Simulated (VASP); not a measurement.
# Ti in VASP: notebook

Runs on Ti. Level: PBE. Tasks: single point, relaxation of cell and atoms.

Program: VASP 6.6.1. These are calculated values, not measurements. Logs are shortened: lines on timing, memory, paths and dates and some standing lists are left out, and cuts for length are marked.

## 1. The cell of the first run

The typed cell holds 1 atom: a = 2.634 Å, b = 2.634 Å, c = 2.637 Å, α = 90.00°, β = 90.00°, γ = 90.00°.

This isn't the form of Ti at room conditions, which is hcp.

## 2. Single point, PBE

Input file INCAR:

```
SYSTEM = Ti
PREC     = Accurate       ! precision mode
ENCUT    = 520            ! plane-wave cutoff, eV
EDIFF    = 1E-6           ! SCF threshold, eV
ISMEAR   = 0              ! smearing method
SIGMA    = 0.1            ! smearing width, eV
LREAL    = .FALSE.        ! projectors in reciprocal space
LASPH    = .TRUE.         ! aspherical terms in the spheres
NELM     = 100            ! most SCF steps
ALGO     = Normal         ! electronic algorithm
ISIF     = 2              ! what is computed and relaxed
LWAVE    = .FALSE.        ! write WAVECAR
LCHARG   = .TRUE.         ! write CHGCAR
GGA      = PE             ! functional
LELF     = .TRUE.         ! ELF
LVHAR    = .TRUE.       
NBANDS   = 12             ! bands
```

Input file KPOINTS:

```
regular mesh
0
G
  6 6 6
  0 0 0
```

Input file POSCAR:

```
Ti
1.0
    2.6337823585      0.0000000000      0.0000000000
    0.0000000000      2.6337823585      0.0000000000
    0.0000000000      0.0000000000      2.6371776124
Ti
1
Direct
    0.0000000000      0.0000000000      0.0000000000
```

Potentials or basis: VASP PAW PBE potentials, release 64 (Ti_sv).

The run is started by

```sh
cat potpaw_PBE.64/Ti_sv/POTCAR > POTCAR
mpirun -np 1 vasp_std > vasp.out
```

OUTCAR:

```text
SYSTEM = Ti
   PREC = Accurate
   ENCUT = 520
   EDIFF = 1E-6
   ISMEAR = 0
   LREAL = .FALSE.
   LASPH = .TRUE.
   NELM = 100
   ISIF = 2
   GGA = PE

 ion  position               nearest neighbor table
   1  0.000  0.000  0.000-

  LATTYP: Found a simple tetragonal cell.
 ALAT       =     2.6337823585
 C/A-ratio  =     1.0012891171

  Lattice vectors:

 A1 = (   2.6337823585,   0.0000000000,   0.0000000000)
 A2 = (   0.0000000000,   2.6337823585,   0.0000000000)
 A3 = (   0.0000000000,   0.0000000000,   2.6371776124)

Analysis of symmetry for initial positions (statically):
=====================================================================
 Subroutine PRICEL returns:
 Original cell was already a primitive cell.

 Routine SETGRP: Setting up the symmetry group for a
 simple tetragonal supercell.

 Subroutine GETGRP returns: Found 16 space group operations
 (whereof 16 operations were pure point group operations)
 out of a pool of 16 trial point group operations.

The static configuration has the point symmetry D_4h.

Analysis of symmetry for dynamics (positions and initial velocities):
=====================================================================
 Subroutine PRICEL returns:
 Original cell was already a primitive cell.

 Routine SETGRP: Setting up the symmetry group for a
 simple tetragonal supercell.

 Subroutine GETGRP returns: Found 16 space group operations
 (whereof 16 operations were pure point group operations)
 out of a pool of 16 trial point group operations.

The dynamic configuration has the point symmetry D_4h.

 Subroutine INISYM returns: Found 16 space group operations
 (whereof 16 operations are pure point group operations),
 and found     1 'primitive' translations

----------------------------------------------------------------------------------------

                                     Primitive cell

  volume of cell :      18.2936

  direct lattice vectors                    reciprocal lattice vectors
     2.633782358  0.000000000  0.000000000     0.379682094  0.000000000  0.000000000
     0.000000000  2.633782358  0.000000000     0.000000000  0.379682094  0.000000000
     0.000000000  0.000000000  2.637177612     0.000000000  0.000000000  0.379193269

  length of vectors
     2.633782358  2.633782358  2.637177612     0.379682094  0.379682094  0.379193269

  position of ions in fractional coordinates (direct lattice)
     0.000000000  0.000000000  0.000000000

  ion indices of the primitive-cell ions
   primitive index   ion index
                 1           1

----------------------------------------------------------------------------------------

 KPOINTS: regular mesh

Automatic generation of k-mesh.
 Grid dimensions read from file:
 generate k-points for:    6    6    6

 Generating k-lattice:

  Cartesian coordinates                     Fractional coordinates (reciprocal lattice)
     0.063280349  0.000000000  0.000000000     0.166666667  0.000000000  0.000000000
     0.000000000  0.063280349  0.000000000     0.000000000  0.166666667  0.000000000
     0.000000000  0.000000000  0.063198878     0.000000000  0.000000000  0.166666667

  Length of vectors
     0.063280349  0.063280349  0.063198878

  Shift w.r.t. Gamma in fractional coordinates (k-lattice)
     0.000000000  0.000000000  0.000000000

 Subroutine IBZKPT returns following result:
 ===========================================

 Found     40 irreducible k-points:

 Following reciprocal coordinates:
            Coordinates               Weight
  0.000000  0.000000  0.000000      1.000000
  0.166667  0.000000  0.000000      4.000000
  0.333333  0.000000  0.000000      4.000000
  0.500000  0.000000  0.000000      2.000000
  0.166667  0.166667  0.000000      4.000000
  0.333333  0.166667  0.000000      8.000000
[... 16 lines left out ...]
  0.333333  0.000000  0.333333      8.000000
  0.500000  0.000000  0.333333      4.000000
 [... further k-points ...]
   k-points           NKPTS =     40   k-points in BZ     NKDIM =     40   number of bands    NBANDS=     12
   number of dos      NEDOS =    301   number of ions     NIONS =      1
   total plane-waves  NPLWV =   8000
   dimension x,y,z NGX =    20 NGY =   20 NGZ =   20
   dimension x,y,z NGXF=    40 NGYF=   40 NGZF=   40
   ions per type =               1
   NGX,Y,Z   is equivalent  to a cutoff of  12.62, 12.62, 12.61 a.u.
   NGXF,Y,Z  is equivalent  to a cutoff of  25.25, 25.25, 25.22 a.u.
 SYSTEM =  Ti
   PREC   = accura    normal or accurate (medium, high low for compatibility)
   ISTART =      0    job   : 0-new  1-cont  2-samecut
   ICHARG =      2    charge: 1-file 2-atom 10-const
   ISPIN  =      1    spin polarized calculation?
   LNONCOLLINEAR =      F non collinear calculations
   LSORBIT =      F    spin-orbit coupling
   LASPH  =      T    aspherical Exc in radial PAW
   ENCUT  =  520.0 eV  38.22 Ry    6.18 a.u.   4.90  4.90  4.90*2*pi/ulx,y,z
   NELM   =    100;   NELMIN=  2; NELMDL= -5     # of ELM steps
   EDIFF  = 0.1E-05   stopping-criterion for ELM
   LREAL  =      F    real-space projection
   EDIFFG = 0.1E-04   stopping-criterion for IOM
   NSW    =      0    number of steps for IOM
   IBRION =     -1    ionic relax: 0-MD 1-quasi-New 2-CG
   NFREE  =      0    steps in history (QN), initial steepest desc. (CG)
   ISIF   =      2    stress and relaxation
   ISYM   =      2    0-nonsym 1-usesym 2-fastsym
   POTIM  = 0.5000    time-step for ionic-motion
   TEBEG  =    0.0;   TEEND  =   0.0 temperature during run
   PSTRESS=    0.0 pullay stress
   NELECT =      12.0000    total number of electrons
   NUPDOWN=      -1.0000    fix difference up-down
   EMIN   =  10.00;   EMAX   =-10.00  energy-range for DOS
   EFERMI =   0.00;   METHOD = LEGACY
   ISMEAR =     0;   SIGMA  =   0.10  broadening in eV -4-tet -1-fermi 0-gaus
   EFERMI_NEDOS =   21; number of points for ismear=-14 and -15
   IALGO  =     38    algorithm
   IMIX   =      4    mixing-type and parameters
     AMIX     =   0.40;   BMIX     =  1.00
     AMIX_MAG =   1.60;   BMIX_MAG =  1.00
  volume/ion in A,a.u.               =      18.29       123.45
  Fermi-wavevector in a.u.,A,eV,Ry     =   1.422445  2.688032 27.529351  2.023350
  Thomas-Fermi vector in A             =   2.543148
   LORBIT       =      0    0 simple, 1 ext, 2 COOP (PROOUT), +10 PAW based schemes
   GGA     = PE    functional components
   LHFCALC =     F    Hartree Fock is set to
   AEXX    =    0.0000 exact exchange contribution
   IVDW    =     0    specifies the selected vdW correction
   LEPSILON=     F    determine dielectric tensor
   LRPA    =     F    only Hartree local field effects (RPA)
 non-spin polarized calculation
 Gauss-broadening in eV      SIGMA  =   0.10
  energy-cutoff  :      520.00
  volume of cell :       18.29
 maximum number of plane-waves:       512
 NGX is ok and might be reduce to    20
   NGX =  9   NGY =  9   NGZ =  9

 number of electron      11.9999994 magnetization

 Free energy of the ion-electron system (eV)
  ---------------------------------------------------
  ext. energy  EPLUGINS =         0.00000000
  ---------------------------------------------------
  free energy    TOTEN  =        -6.98026723 eV

  energy without entropy =       -6.96342939  energy(sigma->0) =       -6.97184831

 E-fermi :   7.6417     XC(G=0): -11.1527

 val. band max:        7.6069273437   @ k =   0.5000   0.1667   0.0000
 cond. band min:       7.6685854818   @ k =   0.1667   0.1667   0.3333
 fundamental gap:      0.0616581381
 Fermi energy:         7.6417404079

 k-point     1 :       0.0000    0.0000    0.0000
  band No.  band energies     occupation
      1     -48.9857      2.00000
      2     -24.7702      2.00000
      3     -24.7650      2.00000
      4     -24.7650      2.00000
      5       1.8792      2.00000
      6       6.2925      2.00000
      7       6.2939      2.00000
      8      11.5031      0.00000
      9      11.5031      0.00000
     10      11.5105      0.00000
     11      23.3050      0.00000
     12      23.3569      0.00000

 k-point     2 :       0.1667    0.0000    0.0000
  band No.  band energies     occupation
      1     -48.9543      2.00000
      2     -24.9920      2.00000
      3     -24.7506      2.00000
      4     -24.7455      2.00000
      5       2.5744      2.00000
      6       6.4612      2.00000
      7       6.7772      2.00000
      8      10.9627      0.00000
      9      10.9721      0.00000
     10      11.5451      0.00000
     11      19.7893      0.00000
     12      24.4039      0.00000

 k-point     3 :       0.3333    0.0000    0.0000
  band No.  band energies     occupation
      1     -48.8906      2.00000
      2     -25.4302      2.00000
      3     -24.7114      2.00000
      4     -24.7063      2.00000
      5       4.2951      2.00000
      6       6.8196      2.00000
      7       7.5797      1.61965
      8      10.0392      0.00000
      9      10.0514      0.00000
     10      11.6302      0.00000
     11      16.0905      0.00000
     12      25.1244      0.00000

 k-point     4 :       0.5000    0.0000    0.0000
  band No.  band energies     occupation
      1     -48.8584      2.00000
      2     -25.6421      2.00000
      3     -24.6916      2.00000
      4     -24.6866      2.00000
      5       5.7368      2.00000
      6       7.0123      2.00000
      7       7.3856      1.99971
      8       9.6330      0.00000
      9       9.6462      0.00000
     10      11.6733      0.00000
     11      14.8506      0.00000
     12      24.2921      0.00000

 k-point     5 :       0.1667    0.1667    0.0000
  band No.  band energies     occupation
      1     -48.9231      2.00000
      2     -24.9801      2.00000
      3     -24.9577      2.00000
      4     -24.7314      2.00000
      5       3.2287      2.00000
      6       6.7609      2.00000
      7       7.1529      2.00000
      8      10.3769      0.00000
      9      10.9393      0.00000
     10      11.1162      0.00000
     11      20.2563      0.00000
     12      20.8878      0.00000
[... 228 lines left out ...]
      1     -48.8918      2.00000
      2     -25.4286      2.00000
      3     -24.7070      2.00000
      4     -24.7070      2.00000
      5       4.2891      2.00000
      6       6.8138      2.00000
      7       7.5663      1.71407
      8      10.0540      0.00000
      9      10.0540      0.00000
     10      11.6359      0.00000
     11      16.0667      0.00000
     12      25.1404      0.00000

 k-point    22 :       0.1667    0.0000    0.3333
  band No.  band energies     occupation
      1     -48.8614      2.00000
      2     -25.3993      2.00000
      3     -24.9230      2.00000
      4     -24.6884      2.00000
      5       4.7857      2.00000
      6       7.0633      2.00000
      7       7.8016      0.02381
      8       9.9036      0.00000
      9      10.1400      0.00000
     10      11.1700      0.00000
     11      16.5030      0.00000
     12      22.2993      0.00000

 k-point    23 :       0.3333    0.0000    0.3333
  band No.  band energies     occupation
      1     -48.7998      2.00000
      2     -25.3513      2.00000
      3     -25.3300      2.00000
      4     -24.6510      2.00000
      5       5.3711      2.00000
      6       7.0055      2.00000
      7       9.4802      0.00000
      8      10.1523      0.00000
      9      10.2600      0.00000
     10      10.4025      0.00000
     11      16.3094      0.00000
     12      19.7628      0.00000

 k-point    24 :       0.5000    0.0000    0.3333
  band No.  band energies     occupation
      1     -48.7687      2.00000
      2     -25.5449      2.00000
      3     -25.3093      2.00000
      4     -24.6322      2.00000
      5       5.3725      2.00000
      6       7.1563      2.00000
      7       9.8795      0.00000
      8       9.9527      0.00000
      9      10.4297      0.00000
     10      11.9445      0.00000
     11      14.3319      0.00000
     12      20.5515      0.00000

 [... further k-points ...]
[... 5 lines left out ...]
  --------------------------------------------------------------------------------------
  -------------------------------------------------------------------------------------
  Total       -0.0079944     -0.0079944     -0.0203545      0.0000000      0.0000000      0.0000000
  in kB       -0.7001564     -0.7001564     -1.7826734      0.0000000      0.0000000      0.0000000
  external PRESSURE =      -1.0609954 kB  Pullay stress =       0.0000000 kB

 VOLUME and BASIS-vectors are now :
 -----------------------------------------------------------------------------
  energy-cutoff  :      520.00
  volume of cell :       18.29
      direct lattice vectors                 reciprocal lattice vectors
     2.633782358  0.000000000  0.000000000     0.379682094  0.000000000  0.000000000
     0.000000000  2.633782358  0.000000000     0.000000000  0.379682094  0.000000000
     0.000000000  0.000000000  2.637177612     0.000000000  0.000000000  0.379193269

 POSITION                                       TOTAL-FORCE (eV/Angst)
 -----------------------------------------------------------------------------------
      0.00000      0.00000      0.00000         0.000000      0.000000      0.000000
 -----------------------------------------------------------------------------------
    total drift:                               -0.000000     -0.000000     -0.000000

  FREE ENERGIE OF THE ION-ELECTRON SYSTEM (eV)
  ---------------------------------------------------
  free  energy   TOTEN  =        -6.9802672315 eV

  energy  without entropy=       -6.9634293912  energy(sigma->0) =       -6.97184831
```

Wall time 4.4 s (1 thread of AMD EPYC 9R45 (Zen 5), shared host); peak memory 0.09 GiB.

What came out:

| Property | Result |
| --- | --- |
| Free energy | -6.9803 eV |
| Pressure | -0.1 GPa |
| Band gap on the k mesh | zero (bands 6 and 7 overlap by 2.20 eV) |

Caveat: the k points lie up to 0.40 Å⁻¹ apart, too coarse for converged energies and pressures of a metal.

## 3. Single point, PBE

This run uses another cell than the first one, of 19.78 Å³/atom.

Input file INCAR:

```
SYSTEM = Ti
PREC = Accurate
ENCUT = 520
EDIFF = 1E-6
ISMEAR = 0
SIGMA = 0.1
LREAL = .FALSE.
LASPH = .TRUE.
NELM = 100
ALGO = Fast
ISIF = 2
LWAVE = .FALSE.
LCHARG = .FALSE.
GGA = PE
NBANDS = 12
```

KPOINTS is that of step 2.

Input file POSCAR:

```
Ti
1.0
    2.6823919889      0.0000000000      0.0000000000
    0.0000000000      2.6823919889      0.0000000000
    0.0000000000      0.0000000000      2.7483673331
Ti
1
Direct
    0.0000000000      0.0000000000      0.0000000000
```

Potentials or basis: VASP PAW PBE potentials, release 64 (Ti_sv).

The run is started by

```sh
cat potpaw_PBE.64/Ti_sv/POTCAR > POTCAR
mpirun -np 1 vasp_std > vasp.out
```

Run time: 8.4 s. Hardware: 1 thread of AMD EPYC 9R45 (Zen 5), shared host; peak memory 0.09 GiB.

It converged, with:

- Free energy: -6.9529 eV
- Pressure: -5.4 GPa
- Band gap on the k mesh: zero (bands 6 and 7 overlap by 2.02 eV)

Stress tensor (GPa, compression positive):
```
-5.21  0.00  0.00
 0.00 -5.21  0.00
 0.00  0.00 -5.79
```

Levels at points of the mesh, in eV from the Fermi level:
```csv
k point,band 4,band 5,band 6,band 7,band 8,band 9
"(0.00, 0.00, 0.00)",-32.57,-5.60,-1.22,-1.20,3.49,3.49
"(0.50, 0.00, 0.00)",-32.50,-1.84,-0.52,-0.26,1.68,1.91
"(0.50, 0.50, 0.00)",-32.52,-2.46,-0.06,2.10,2.10,4.64
"(0.00, 0.00, 0.50)",-32.52,-2.04,-0.64,-0.50,1.99,1.99
"(0.50, 0.00, 0.50)",-32.46,-2.42,-0.27,2.24,2.37,4.47
"(0.50, 0.50, 0.50)",-33.06,-1.20,-0.99,-0.99,4.52,4.71
```

Caveat: the k points lie up to 0.39 Å⁻¹ apart, too coarse for converged energies and pressures of a metal.

[end of part 1 of 2]

The gap in the log of VASP goes by the Fermi energy; the results here count the filled bands.